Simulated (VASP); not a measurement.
Wanted: the native input for a VASP 6.6.1 run.

* Task: density of states
* Functional: BLYP
* Potentials or basis: VASP PAW PBE potentials, release 64 (Co, Ti_sv)
* Cutoff: 520 eV
* k mesh: 5 × 5 × 5
* Occupations: fermi-dirac, width 0.05 eV
* Spin: collinear spin, ferromagnetic start
* Starting moments: [2.0, 1.0] μB
* Dipole correction: no
* k mesh for the DOS: 8 × 8 × 8
* Occupations for the DOS: tetrahedron
* Further INCAR settings: ALGO = Normal; EDIFF = 1e-07

The system is TiCo.

```
Co Ti
1.0
     2.98611    0.00000    0.00000
     0.00000    2.98611    0.00000
     0.00000    0.00000    2.98611
Co Ti
1 1
Direct
  0.50000 0.50000 0.50000
  0.00000 0.00000 0.00000
```

These files were run (other wordings do the same):

POSCAR

```
TiCo
1.0
    2.9861109900      0.0000000000      0.0000000000
    0.0000000000      2.9861109900      0.0000000000
    0.0000000000      0.0000000000      2.9861109900
Co Ti
1 1
Direct
    0.5000000000      0.5000000000      0.5000000000
    0.0000000000      0.0000000000      0.0000000000
```

INCAR.step1

```
PREC = Accurate
ENCUT = 520
EDIFF = 1E-7
ISMEAR = -1
SIGMA = 0.05
LREAL = F
LASPH = T
NELM = 150
ALGO = Normal
ISIF = 2
LWAVE = F
LCHARG = T
ISPIN = 2
MAGMOM = 2 1
LMAXMIX = 4
GGA = B5
ALDAX = 1.0
AGGAX = 1.0
AGGAC = 1.0
ALDAC = 0.0
NBANDS = 22
```

KPOINTS.step1

```
Automatic mesh
0
Gamma
  5 5 5
```

INCAR.step2

```
PREC = Accurate
ENCUT = 520
EDIFF = 1E-7
ISMEAR = -5
SIGMA = 0.05
LREAL = F
LASPH = T
NELM = 150
ALGO = Normal
ISIF = 2
LWAVE = F
LCHARG = F
ISPIN = 2
MAGMOM = 2 1
LORBIT = 10
LMAXMIX = 4
GGA = B5
ALDAX = 1.0
AGGAX = 1.0
AGGAC = 1.0
ALDAC = 0.0
NEDOS = 1001
ICHARG = 11
```

KPOINTS.step2

```
Automatic mesh
0
Gamma
  8 8 8
```

Potentials or basis: VASP PAW PBE potentials, release 64 (Co, Ti_sv).

Launch:

```sh
$ cat potpaw_PBE.64/Co/POTCAR potpaw_PBE.64/Ti_sv/POTCAR > POTCAR
$ cp INCAR.step1 INCAR
$ cp KPOINTS.step1 KPOINTS
$ mpirun -np 1 vasp_std > vasp.out
$ cp INCAR.step2 INCAR
$ cp KPOINTS.step2 KPOINTS
$ mpirun -np 1 vasp_std > vasp.out
```

It gave:

The net moment is 0.90 μB per cell, the site moments are Co +0.93; Ti +0.01 μB and the valence electrons inside the program's atomic spheres are Co 8.29; Ti 10.36.

Caveat: the k points lie up to 0.42 Å⁻¹ apart.

Run time: 78 s on 1 thread of AMD EPYC 7R43 64-Core Processor (Zen 3), on a shared host, peak memory 0.12 GiB.
